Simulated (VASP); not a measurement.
# Ti (Fm-3m) in VASP: further runs, part 2 of 2

VASP 6.6.1.

### 3 Single point, PBEsol

This run uses another cell than the first one, of 16.06 Å³/atom, 1.043 times its volume.

INCAR reads:

```
PREC     = Accurate       # precision mode
ENCUT    = 520            # plane-wave cutoff, eV
EDIFF    = 1E-6           # SCF threshold, eV
ISMEAR   = -1             # smearing method
SIGMA    = 0.1            # smearing width, eV
LREAL    = False          # projectors in reciprocal space
LASPH    = True           # aspherical terms in the spheres
NELM     = 60             # most SCF steps
ALGO     = Normal         # electronic algorithm
ISIF     = 2              # what is computed and relaxed
LWAVE    = False          # write WAVECAR
LCHARG   = False          # write CHGCAR
GGA      = PS             # functional
NBANDS   = 12             # bands
```

KPOINTS reads:

```
Automatic mesh
0
Gamma
  12 12 12
```

POSCAR reads:

```
Ti
1.0
    0.0000000000      2.0025642044      2.0025642044
    2.0025642044      0.0000000000      2.0025642044
    2.0025642044      2.0025642044      0.0000000000
Ti
1
Direct
    0.0000000000      0.0000000000      0.0000000000
```

Potentials or basis: VASP PAW PBE potentials, release 64 (Ti_sv).

Command:

```
$ cat potpaw_PBE.64/Ti_sv/POTCAR > POTCAR
$ mpirun -np 1 vasp_std > vasp.out
```

OUTCAR:

```text
PREC = Accurate
   ENCUT = 520
   EDIFF = 1E-6
   ISMEAR = -1
   LREAL = False
   LASPH = True
   NELM = 60
   ISIF = 2
   GGA = PS

 ion  position               nearest neighbor table
   1  0.000  0.000  0.000-

  LATTYP: Found a face centered cubic cell.
 ALAT       =     4.0051284088

  Lattice vectors:

 A1 = (   0.0000000000,   2.0025642044,   2.0025642044)
 A2 = (   2.0025642044,   0.0000000000,   2.0025642044)
 A3 = (   2.0025642044,   2.0025642044,   0.0000000000)

Analysis of symmetry for initial positions (statically):
=====================================================================
 Subroutine PRICEL returns:
 Original cell was already a primitive cell.

 Routine SETGRP: Setting up the symmetry group for a
 face centered cubic supercell.

 Subroutine GETGRP returns: Found 48 space group operations
 (whereof 48 operations were pure point group operations)
 out of a pool of 48 trial point group operations.

The static configuration has the point symmetry O_h .

Analysis of symmetry for dynamics (positions and initial velocities):
=====================================================================
 Subroutine PRICEL returns:
 Original cell was already a primitive cell.

 Routine SETGRP: Setting up the symmetry group for a
 face centered cubic supercell.

 Subroutine GETGRP returns: Found 48 space group operations
 (whereof 48 operations were pure point group operations)
 out of a pool of 48 trial point group operations.

The dynamic configuration has the point symmetry O_h .

 Subroutine INISYM returns: Found 48 space group operations
 (whereof 48 operations are pure point group operations),
 and found     1 'primitive' translations

----------------------------------------------------------------------------------------

                                     Primitive cell

  volume of cell :      16.0616

  direct lattice vectors                    reciprocal lattice vectors
     0.000000000  2.002564204  2.002564204    -0.249679885  0.249679885  0.249679885
     2.002564204  0.000000000  2.002564204     0.249679885 -0.249679885  0.249679885
     2.002564204  2.002564204  0.000000000     0.249679885  0.249679885 -0.249679885

  length of vectors
     2.832053457  2.832053457  2.832053457     0.432458246  0.432458246  0.432458246

  position of ions in fractional coordinates (direct lattice)
     0.000000000  0.000000000  0.000000000

  ion indices of the primitive-cell ions
   primitive index   ion index
                 1           1

----------------------------------------------------------------------------------------

 KPOINTS: Automatic mesh

Automatic generation of k-mesh.
 Grid dimensions read from file:
 generate k-points for:   12   12   12

 Generating k-lattice:

  Cartesian coordinates                     Fractional coordinates (reciprocal lattice)
    -0.020806657  0.020806657  0.020806657     0.083333333  0.000000000  0.000000000
     0.020806657 -0.020806657  0.020806657     0.000000000  0.083333333  0.000000000
     0.020806657  0.020806657 -0.020806657     0.000000000  0.000000000  0.083333333

  Length of vectors
     0.036038187  0.036038187  0.036038187

  Shift w.r.t. Gamma in fractional coordinates (k-lattice)
     0.000000000  0.000000000  0.000000000

 Subroutine IBZKPT returns following result:
 ===========================================

 Found     72 irreducible k-points:

 Following reciprocal coordinates:
            Coordinates               Weight
  0.000000  0.000000  0.000000      1.000000
  0.083333  0.000000  0.000000      8.000000
  0.166667  0.000000  0.000000      8.000000
  0.250000  0.000000  0.000000      8.000000
  0.333333  0.000000  0.000000      8.000000
  0.416667  0.000000  0.000000      8.000000
[... 16 lines left out ...]
  0.500000  0.166667  0.000000     24.000000
 -0.416667  0.166667  0.000000     24.000000
 [... further k-points ...]
   k-points           NKPTS =     72   k-points in BZ     NKDIM =     72   number of bands    NBANDS=     12
   number of dos      NEDOS =    301   number of ions     NIONS =      1
   total plane-waves  NPLWV =  13824
   dimension x,y,z NGX =    24 NGY =   24 NGZ =   24
   dimension x,y,z NGXF=    48 NGYF=   48 NGZF=   48
   ions per type =               1
   NGX,Y,Z   is equivalent  to a cutoff of  14.09, 14.09, 14.09 a.u.
   NGXF,Y,Z  is equivalent  to a cutoff of  28.18, 28.18, 28.18 a.u.
 SYSTEM =  unknown system
   PREC   = accura    normal or accurate (medium, high low for compatibility)
   ISTART =      0    job   : 0-new  1-cont  2-samecut
   ICHARG =      2    charge: 1-file 2-atom 10-const
   ISPIN  =      1    spin polarized calculation?
   LNONCOLLINEAR =      F non collinear calculations
   LSORBIT =      F    spin-orbit coupling
   LASPH  =      T    aspherical Exc in radial PAW
   ENCUT  =  520.0 eV  38.22 Ry    6.18 a.u.   5.27  5.27  5.27*2*pi/ulx,y,z
   NELM   =     60;   NELMIN=  2; NELMDL= -5     # of ELM steps
   EDIFF  = 0.1E-05   stopping-criterion for ELM
   LREAL  =      F    real-space projection
   EDIFFG = 0.1E-04   stopping-criterion for IOM
   NSW    =      0    number of steps for IOM
   IBRION =     -1    ionic relax: 0-MD 1-quasi-New 2-CG
   NFREE  =      0    steps in history (QN), initial steepest desc. (CG)
   ISIF   =      2    stress and relaxation
   ISYM   =      2    0-nonsym 1-usesym 2-fastsym
   POTIM  = 0.5000    time-step for ionic-motion
   TEBEG  =    0.0;   TEEND  =   0.0 temperature during run
   PSTRESS=    0.0 pullay stress
   NELECT =      12.0000    total number of electrons
   NUPDOWN=      -1.0000    fix difference up-down
   EMIN   =  10.00;   EMAX   =-10.00  energy-range for DOS
   EFERMI =   0.00;   METHOD = LEGACY
   ISMEAR =    -1;   SIGMA  =   0.10  broadening in eV -4-tet -1-fermi 0-gaus
   EFERMI_NEDOS =   21; number of points for ismear=-14 and -15
   IALGO  =     38    algorithm
   IMIX   =      4    mixing-type and parameters
     AMIX     =   0.40;   BMIX     =  1.00
     AMIX_MAG =   1.60;   BMIX_MAG =  1.00
  volume/ion in A,a.u.               =      16.06       108.39
  Fermi-wavevector in a.u.,A,eV,Ry     =   1.485498  2.807185 30.024043  2.206705
  Thomas-Fermi vector in A             =   2.598902
   LORBIT       =      0    0 simple, 1 ext, 2 COOP (PROOUT), +10 PAW based schemes
   GGA     = PS    functional components
   LHFCALC =     F    Hartree Fock is set to
   AEXX    =    0.0000 exact exchange contribution
   IVDW    =     0    specifies the selected vdW correction
   LEPSILON=     F    determine dielectric tensor
   LRPA    =     F    only Hartree local field effects (RPA)
 non-spin polarized calculation
  energy-cutoff  :      520.00
  volume of cell :       16.06
 maximum number of plane-waves:       448
 NGX is ok and might be reduce to    24
   NGX = 11   NGY = 11   NGZ = 11

 number of electron      11.9999999 magnetization

 Free energy of the ion-electron system (eV)
  ---------------------------------------------------
  ext. energy  EPLUGINS =         0.00000000
  ---------------------------------------------------
  free energy    TOTEN  =        -8.30193726 eV

  energy without entropy =       -8.24980838  energy(sigma->0) =       -8.27587282

 E-fermi :   8.9509     XC(G=0): -12.0143

 val. band max:        8.9462773263   @ k =  -0.2500   0.2500   0.0833
 cond. band min:       8.9510091448   @ k =   0.2500   0.0833   0.0000
 fundamental gap:      0.0047318185
 Fermi energy:         8.9509384432

 k-point     1 :       0.0000    0.0000    0.0000
  band No.  band energies     occupation
      1     -47.3987      2.00000
      2     -23.2487      2.00000
      3     -23.2487      2.00000
      4     -23.2487      2.00000
      5       2.6710      2.00000
      6       9.8712      0.00020
      7       9.8712      0.00020
      8       9.8712      0.00020
      9      11.6800      0.00000
     10      11.6800      0.00000
     11      24.6481      0.00000
     12      29.4707      0.00000

 k-point     2 :       0.0833    0.0000    0.0000
  band No.  band energies     occupation
      1     -47.3875      2.00000
      2     -23.3097      2.00000
      3     -23.2562      2.00000
      4     -23.2562      2.00000
      5       2.9125      2.00000
      6       9.7192      0.00092
      7       9.9588      0.00008
      8       9.9588      0.00008
      9      11.6229      0.00000
     10      11.6229      0.00000
     11      24.8723      0.00000
     12      27.8887      0.00000
[... 316 lines left out ...]
 k-point    24 :      -0.4167    0.1667    0.0000
  band No.  band energies     occupation
      1     -47.2110      2.00000
      2     -24.0385      2.00000
      3     -23.5177      2.00000
      4     -23.3899      2.00000
      5       6.8548      2.00000
      6       8.5550      1.96256
      7       9.4973      0.00844
      8      10.2844      0.00000
      9      12.6413      0.00000
     10      14.3373      0.00000
     11      17.9755      0.00000
     12      23.5694      0.00000

 [... further k-points ...]
[... 5 lines left out ...]
  --------------------------------------------------------------------------------------
  -------------------------------------------------------------------------------------
  Total        0.4543960      0.4543960      0.4543960     -0.0000000      0.0000000     -0.0000000
  in kB       45.3268707     45.3268707     45.3268707     -0.0000000      0.0000000     -0.0000000
  external PRESSURE =      45.3268707 kB  Pullay stress =       0.0000000 kB

 VOLUME and BASIS-vectors are now :
 -----------------------------------------------------------------------------
  energy-cutoff  :      520.00
  volume of cell :       16.06
      direct lattice vectors                 reciprocal lattice vectors
     0.000000000  2.002564204  2.002564204    -0.249679885  0.249679885  0.249679885
     2.002564204  0.000000000  2.002564204     0.249679885 -0.249679885  0.249679885
     2.002564204  2.002564204  0.000000000     0.249679885  0.249679885 -0.249679885

 POSITION                                       TOTAL-FORCE (eV/Angst)
 -----------------------------------------------------------------------------------
      0.00000      0.00000      0.00000        -0.000000      0.000000      0.000000
 -----------------------------------------------------------------------------------
    total drift:                               -0.000000     -0.000000     -0.000000

  FREE ENERGIE OF THE ION-ELECTRON SYSTEM (eV)
  ---------------------------------------------------
  free  energy   TOTEN  =        -8.3019372592 eV

  energy  without entropy=       -8.2498083774  energy(sigma->0) =       -8.27587282
```

It took 13 s on 1 thread of AMD EPYC 7R13 (Zen 3), shared host; peak memory 0.11 GiB.

Results:

* Free energy: -8.3019 eV
* Pressure: 4.5 GPa
* Band gap on the k mesh: zero (band 6 reaches 9.87 eV, above the bottom of band 7 at 8.54 eV)

Levels at points of the mesh, in eV from the Fermi level:
```tsv
k point	band 2	band 3	band 4	band 5	band 6	band 7	band 8	band 9	band 10	band 11
(0.00, 0.00, 0.00)	-32.20	-32.20	-32.20	-6.28	0.92	0.92	0.92	2.73	2.73	15.70
(0.50, 0.00, 0.00)	-33.07	-32.31	-32.31	-2.78	0.78	0.78	0.85	3.94	3.94	9.03
(0.50, 0.50, 0.00)	-33.01	-32.50	-32.50	-2.87	-1.94	3.22	3.92	4.26	4.26	11.50
```

Caveat: the PAW data sets were made with another functional, which shifts forces and pressure a little.

### 4 Single point, PBEsol

This run uses another cell than the first one, of 16.73 Å³/atom, 1.087 times its volume.

INCAR, as its differences from that of step 3:

```diff
@@ -2,3 +2,3 @@
 ENCUT    = 520            # plane-wave cutoff, eV
-EDIFF    = 1E-6           # SCF threshold, eV
+EDIFF    = 1E-7           # SCF threshold, eV
 ISMEAR   = -1             # smearing method
@@ -7,3 +7,3 @@
 LASPH    = True           # aspherical terms in the spheres
-NELM     = 60             # most SCF steps
+NELM     = 80             # most SCF steps
 ALGO     = Normal         # electronic algorithm
```

KPOINTS reads:

```
regular mesh
0
Gamma
  12 12 12
```

POSCAR reads:

```
Ti
1.0
    0.0000000000      2.0300000000      2.0300000000
    2.0300000000      0.0000000000      2.0300000000
    2.0300000000      2.0300000000      0.0000000000
Ti
1
Direct
    0.0000000000      0.0000000000      0.0000000000
```

Command:

```
$ cat potpaw_PBE.64/Ti_sv/POTCAR > POTCAR
$ mpirun -np 1 vasp_std > vasp.out
```

Wall time 15 s (1 thread of AMD EPYC 7R13 (Zen 3), shared host); peak memory 0.11 GiB.

The run converged. Its results:

```
Free energy            : -8.3106 eV
Pressure               : -0.4 GPa
Band gap on the k mesh : zero (band 6 reaches 9.40 eV, above the bottom of band 7 at 8.11 eV)
```

Levels at points of the mesh, in eV from the Fermi level:
```csv
k point,band 2,band 3,band 4,band 5,band 6,band 7,band 8,band 9,band 10,band 11
"(0.00, 0.00, 0.00)",-32.32,-32.32,-32.32,-6.19,0.90,0.90,0.90,2.61,2.61,15.47
"(0.50, 0.00, 0.00)",-33.09,-32.42,-32.42,-2.68,0.74,0.77,0.77,3.75,3.75,8.57
"(0.50, 0.50, 0.00)",-33.03,-32.59,-32.59,-2.72,-1.82,3.01,3.74,4.06,4.06,11.00
```

Caveat: the PAW data sets were made with another functional, which shifts forces and pressure a little.

### 5 Single point, PBEsol

This run uses another cell than the first one, of 17.40 Å³/atom, 1.130 times its volume.

INCAR reads:

```
ALGO     = Normal         # electronic algorithm
EDIFF    = 1E-7           # SCF threshold, eV
ENCUT    = 520            # plane-wave cutoff, eV
GGA      = PS             # functional
ISIF     = 2              # what is computed and relaxed
ISMEAR   = -1             # smearing method
LASPH    = T              # aspherical terms in the spheres
LCHARG   = F              # write CHGCAR
LREAL    = F              # projectors in reciprocal space
LWAVE    = F              # write WAVECAR
NBANDS   = 12             # bands
NELM     = 60             # most SCF steps
PREC     = Accurate       # precision mode
SIGMA    = 0.1            # smearing width, eV
```

KPOINTS reads:

```
k-points
0
Gamma
  12 12 12
```

POSCAR reads:

```
Ti
1.0
    0.0000000000      2.0567135898      2.0567135898
    2.0567135898      0.0000000000      2.0567135898
    2.0567135898      2.0567135898      0.0000000000
Ti
1
Direct
    0.0000000000      0.0000000000      0.0000000000
```

Command:

```
$ cat potpaw_PBE.64/Ti_sv/POTCAR > POTCAR
$ mpirun -np 1 vasp_std > vasp.out
```

Run time: 15 s. Hardware: 1 thread of AMD EPYC 7R13 (Zen 3), shared host; peak memory 0.11 GiB.

The run converged. Its results:

| Property | Result |
| --- | --- |
| Free energy | -8.3005 eV |
| Pressure | -4.5 GPa |
| Band gap on the k mesh | zero (band 6 reaches 8.95 eV, above the bottom of band 7 at 7.70 eV) |

Levels at points of the mesh, in eV from the Fermi level:
```csv
k point,band 4,band 5,band 6,band 7,band 8,band 9
"(0.00, 0.00, 0.00)",-32.44,-6.10,0.87,0.87,0.87,2.49
"(0.50, 0.00, 0.00)",-32.52,-2.59,0.63,0.75,0.75,3.58
"(0.50, 0.50, 0.00)",-32.67,-2.58,-1.71,2.83,3.56,3.86
```

Caveat: the PAW data sets were made with another functional, which shifts forces and pressure a little.

### 6 Single point, PBEsol

This run uses another cell than the first one, of 18.07 Å³/atom, 1.174 times its volume.

INCAR reads:

```
  PREC = Accurate
  ENCUT = 520
  EDIFF = 1E-7
  ISMEAR = -1
  SIGMA = 0.1
  LREAL = False
  LASPH = True
  NELM = 80
  ALGO = Normal
  ISIF = 2
  LWAVE = False
  LCHARG = False
  GGA = PS
  NBANDS = 12
```

KPOINTS reads:

```
Automatic mesh
0
Gamma
  12 12 12
```

POSCAR reads:

```
Ti
1.0
    0.0000000000      2.0827507031      2.0827507031
    2.0827507031      0.0000000000      2.0827507031
    2.0827507031      2.0827507031      0.0000000000
Ti
1
Direct
    0.0000000000      0.0000000000      0.0000000000
```

Potentials or basis: VASP PAW PBE potentials, release 64 (Ti_sv).

Command:

```
$ cat potpaw_PBE.64/Ti_sv/POTCAR > POTCAR
$ mpirun -np 1 vasp_std > vasp.out
```

Run time: 14 s. Hardware: 1 thread of AMD EPYC 7R13 (Zen 3), shared host; peak memory 0.11 GiB.

It converged, with:

```
Free energy            : -8.2747 eV
Pressure               : -7.9 GPa
Band gap on the k mesh : zero (band 6 reaches 8.54 eV, above the bottom of band 7 at 7.32 eV)
```

Levels at points of the mesh, in eV from the Fermi level:
| k point | band 4 | band 5 | band 6 | band 7 | band 8 | band 9 |
| --- | --- | --- | --- | --- | --- | --- |
| (0.00, 0.00, 0.00) | -32.54 | -6.01 | 0.85 | 0.85 | 0.85 | 2.39 |
| (0.50, 0.00, 0.00) | -32.62 | -2.51 | 0.55 | 0.74 | 0.74 | 3.41 |
| (0.50, 0.50, 0.00) | -32.75 | -2.45 | -1.61 | 2.67 | 3.40 | 3.68 |

Caveat: the PAW data sets were made with another functional, which shifts forces and pressure a little.

### 7 Overview

| cell | gap on the mesh (eV) | pressure (GPa) |
| --- | --- | --- |
| a = 2.792 Å, angles 60.0°, 1 atom | none | 10.3 |
| a = 2.832 Å, angles 60.0°, 1 atom | none | 4.5 |
| a = 2.871 Å, angles 60.0°, 1 atom | none | -0.4 |
| a = 2.909 Å, angles 60.0°, 1 atom | none | -4.5 |
| a = 2.945 Å, angles 60.0°, 1 atom | none | -7.9 |

Alike in all rows: task single point; level PBEsol; potentials or basis VASP PAW PBE potentials, release 64 (Ti_sv); no spin polarisation; k mesh 12 × 12 × 12; cutoff (eV) 520; smearing fermi-dirac 0.1 eV.

Caveats: the PAW data sets were made with another functional, which shifts forces and pressure a little.

Total energies depend on the potentials used, so only differences within one code and one set of settings carry meaning.
